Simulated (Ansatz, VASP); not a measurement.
## One calculation of CuO, two programs

INCAR

```
PREC = Accurate ; ENCUT = 520
EDIFF = 1E-6 ; ISMEAR = -1
SIGMA = 0.05 ; LREAL = F
LASPH = T ; NELM = 60
ALGO = Normal ; ISIF = 2
LWAVE = F ; LCHARG = F
GGA = PE ; NBANDS = 25
```

KPOINTS

```
regular mesh
0
Gamma
  8 8 6
```

File POSCAR:

```
CuO
1.0
    3.3521935935      0.0000000000      0.0000000000
    0.0000000000      3.3521935935      0.0000000000
    0.0000000000      0.0000000000      4.1734888825
Cu O
2 2
Direct
    0.0000000000      0.5000000000      0.0000000000
    0.5000000000      0.0000000000      0.5000000000
    0.0000000000      0.0000000000      0.2500000000
    0.0000000000      0.0000000000      0.7500000000
```

Contents of input.yaml:

```yaml
crystal:
  lattice:
    - [3.3521935935, 0.0, 0.0]
    - [0.0, 3.3521935935, 0.0]
    - [0.0, 0.0, 4.1734888825]
  atoms:
    - { symbol: Cu, position: [0.0, 0.5, 0.0] }
    - { symbol: Cu, position: [0.5, 0.0, 0.5] }
    - { symbol: O, position: [0.0, 0.0, 0.25] }
    - { symbol: O, position: [0.0, 0.0, 0.75] }
hamiltonian:
  xc: pbe
  pseudopotentials: { kind: paw, azcp: { folder: soft_1 } }
kpoints:
  mp_grid: { grid: [8, 8, 6] }
scf:
  occupations: { method: fermi_dirac, width: 0.05 }
output:
  forces: true
  stress: true
  eigenvalues: true
```

Alike in both runs: task single point; functional PBE; k mesh 8 × 8 × 6; occupations fermi-dirac, width 0.05 eV; no spin polarisation.

|  | VASP | Ansatz |
| --- | --- | --- |
| version | VASP 6.6.1 | Ansatz 0.2.0 |
| potentials or method | VASP PAW PBE potentials, release 64 (Cu, O) | Ansatz PAW soft_1 |
| plane-wave cutoff (eV) | 520 | 420 |
| valence electrons in the cell | 34 | 50 |

```tsv
	VASP	Ansatz	Ansatz less VASP
gap on the k mesh at the Fermi level (eV)	none	none	-
pressure (GPa)	5.9	5.4	-0.52
traceless stress, the component that is largest in VASP (GPa)	27.50	28.04	+0.544
```

A gap of «none» marks a metal or a gap that the smearing closes. VASP's potentials hold 34 valence electrons a cell and Ansatz's 50, so a difference there can come from the potentials and not from the codes.
